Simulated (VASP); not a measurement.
Input of a VASP 6.6.1 run:

The input INCAR:

```
ALGO     = Normal         # electronic algorithm
EDIFF    = 1E-7           # SCF threshold, eV
ENCUT    = 520            # plane-wave cutoff, eV
GGA      = PE             # functional
ISIF     = 2              # what is computed and relaxed
ISMEAR   = 0              # smearing method
LASPH    = T              # aspherical terms in the spheres
LCHARG   = F              # write CHGCAR
LREAL    = F              # projectors in reciprocal space
LWAVE    = F              # write WAVECAR
NBANDS   = 14             # bands
NELM     = 80             # most SCF steps
PREC     = Accurate       # precision mode
SIGMA    = 0.05           # smearing width, eV
```

KPOINTS

```
k-points
0
Gamma
  12 12 12
```

File POSCAR:

```
AsPt
1.0
    0.0000000000      2.8315763146      2.8315763146
    2.8315763146      0.0000000000      2.8315763146
    2.8315763146      2.8315763146      0.0000000000
Pt As
1 1
Direct
    0.0000000000      0.0000000000      0.0000000000
    0.2500000000      0.2500000000      0.2500000000
```

Potentials or basis: VASP PAW PBE potentials, release 64 (Pt, As).

The run is started by

```bash
$ cat potpaw_PBE.64/Pt/POTCAR potpaw_PBE.64/As/POTCAR > POTCAR
$ mpirun -np 1 vasp_std > vasp.out
```

(1) Estimate the pressure.

## Answers

(1) -2.1 GPa.
